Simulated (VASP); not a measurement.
Set up this calculation in VASP 6.6.1, as the native input.

| Item | Value |
| --- | --- |
| Task | relaxation of cell and atoms |
| Functional | PBE |
| Dispersion | D3(BJ) |
| Potentials or basis | VASP PAW PBE potentials, release 64 (Te, Mo_sv) |
| Cutoff | 600 eV |
| k mesh | 10 × 10 × 2 |
| Occupations | gaussian, width 0.05 eV |
| Spin | no spin polarisation |
| Dipole correction | no |
| Further INCAR settings | ALGO = Normal; EDIFF = 1e-07; IBRION = 2; EDIFFG = -0.01; NSW = 80; ISIF = 3 |

The structure of Te2Mo lies in POSCAR:

```
Te2Mo
1.0
    3.5182000000      0.0000000000      0.0000000000
   -1.7591000000      3.0468505756      0.0000000000
    0.0000000000      0.0000000000     13.9736000000
Te Mo
4 2
Direct
    0.3333333333      0.6666666667      0.6210000000
    0.6666666667      0.3333333333      0.1210000000
    0.3333333333      0.6666666667      0.8790000000
    0.6666666667      0.3333333333      0.3790000000
    0.3333333333      0.6666666667      0.2500000000
    0.6666666667      0.3333333333      0.7500000000
```

The input as run:

INCAR

```
SYSTEM = Te2Mo
  PREC = Accurate
  ENCUT = 600
  EDIFF = 1E-7
  ISMEAR = 0
  SIGMA = 0.05
  LREAL = .FALSE.
  LASPH = .TRUE.
  NELM = 100
  ALGO = Normal
  ISIF = 3
  LWAVE = .FALSE.
  LCHARG = .FALSE.
  GGA = PE
  IVDW = 12
  IBRION = 2
  NSW = 80
  EDIFFG = -0.01
```

KPOINTS

```
Automatic mesh
0
G
  10 10 2
  0 0 0
```

Potentials or basis: VASP PAW PBE potentials, release 64 (Te, Mo_sv).

Command:

```bash
$ cat potpaw_PBE.64/Te/POTCAR potpaw_PBE.64/Mo_sv/POTCAR > POTCAR
$ mpirun -np 1 vasp_std > vasp.out
```

Results of the run:

```json
{
  "Relaxed volume": "24.12 Å³/atom",
  "Relaxed cell": "a = 3.494 Å, b = 3.494 Å, c = 13.689 Å, α = 90.00°, β = 90.00°, γ = 120.00°",
  "Space group after relaxing (to 0.05 Å)": "P6_3/mmc (No. 194)",
  "Energy gained by relaxing": "4.2 meV/atom",
  "Ionic steps": "8",
  "Pressure after relaxing": "0.0 GPa",
  "Band gap on the k mesh": "0.59 eV, indirect (least direct gap 1.15 eV)",
  "Dispersion energy per atom": "-0.555 eV"
}
```

Caveat: spin-orbit coupling is left out, which moves the levels of the heavy elements.

Wall time 23 min on 1 thread of Intel(R) Xeon(R) Platinum 8259CL CPU @ 2.50GHz (Skylake/Cascade Lake), with other jobs on the host, peak memory 0.39 GiB.
